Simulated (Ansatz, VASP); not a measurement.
Al3BP4 in VASP and in Ansatz

```
CELL_PARAMETERS angstrom
5.27665 0.00000 0.00000
0.00000 5.27665 0.00000
0.00000 0.00000 5.27665
ATOMIC_POSITIONS crystal
Al 0.00000 0.00000 0.50000
Al 0.00000 0.50000 0.00000
Al 0.50000 0.00000 0.00000
B 0.50000 0.50000 0.50000
P 0.27409 0.27409 0.27409
P 0.27409 0.72591 0.72591
P 0.72591 0.27409 0.72591
P 0.72591 0.72591 0.27409
```

Alike in both runs: functional PBE; k mesh 6 × 6 × 6; occupations gaussian, width 0.02 eV; no spin polarisation.

Ansatz relaxed the structure, and its values are those at the end. VASP's run is a single point on that final structure, the one shown.

|  | VASP | Ansatz |
| --- | --- | --- |
| version | VASP 6.6.1 | Ansatz 0.2.0 |
| potentials or method | VASP PAW PBE potentials, release 64 (Al, B, P), cutoff 520 eV | scalar-relativistic, plane waves, PAW |
| valence electrons in the cell | 32 | 32 |

```tsv
	VASP	Ansatz	Ansatz less VASP
gap on the k mesh at the Fermi level (eV)	1.04	1.04	-0.001
least direct gap on the mesh (eV)	1.42	1.42	0.000
pressure (GPa)	-0.1	0.0	+0.11
```
